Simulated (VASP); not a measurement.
**Te: single point with r2SCAN**

Crystal: Te.

```xyz
3
Lattice="3.8203 -2.1482 0.0000 3.8203 2.1482 0.0000 -0.0943 0.0000 5.9761" Properties=species:S:1:pos:R:3 pbc="T T T"
Te    0.0000    0.0000    0.0000
Te    2.3324    0.0000    2.0248
Te    5.2139    0.0000    3.9513
```

```yaml
Program: VASP 6.6.1
Task: single point
Functional: r2SCAN
Potentials_or_basis: VASP PAW PBE potentials, release 64 (Te)
Cutoff: 520 eV
k_mesh: 4 × 4 × 3
Occupations: fermi-dirac, width 0.05 eV
Spin: no spin polarisation
```

- Pressure: 0.3 GPa
- Largest force: 0.094 eV/Å

Forces on the atoms (eV/Å):
```
Te   0.000  0.000  0.000
Te  -0.044  0.000  0.083
Te   0.044  0.000 -0.083
```

Stress tensor (GPa, compression positive):
```
 0.49  0.00 -0.03
 0.00  0.42  0.00
-0.03  0.00 -0.06
```

Levels at points of the mesh, in eV from the Fermi level:
| k point | band 7 | band 8 | band 9 | band 10 | band 11 | band 12 |
| --- | --- | --- | --- | --- | --- | --- |
| (0.00, 0.00, 0.00) | -2.12 | -1.82 | -1.64 | 0.93 | 0.96 | 1.59 |
| (0.50, 0.00, 0.00) | -4.08 | -0.76 | -0.75 | 0.28 | 0.38 | 2.65 |
| (0.50, 0.50, 0.00) | -4.31 | -0.49 | -0.11 | -0.03 | 0.26 | 2.70 |

It took 2.5 min on 1 thread of Intel Xeon 8259CL, on a shared host, peak memory 0.26 GiB.

Caveat: the k points lie up to 0.42 Å⁻¹ apart; the PAW data sets were made with another functional, which shifts forces and pressure a little; spin-orbit coupling is left out, which moves the levels of the heavy elements.
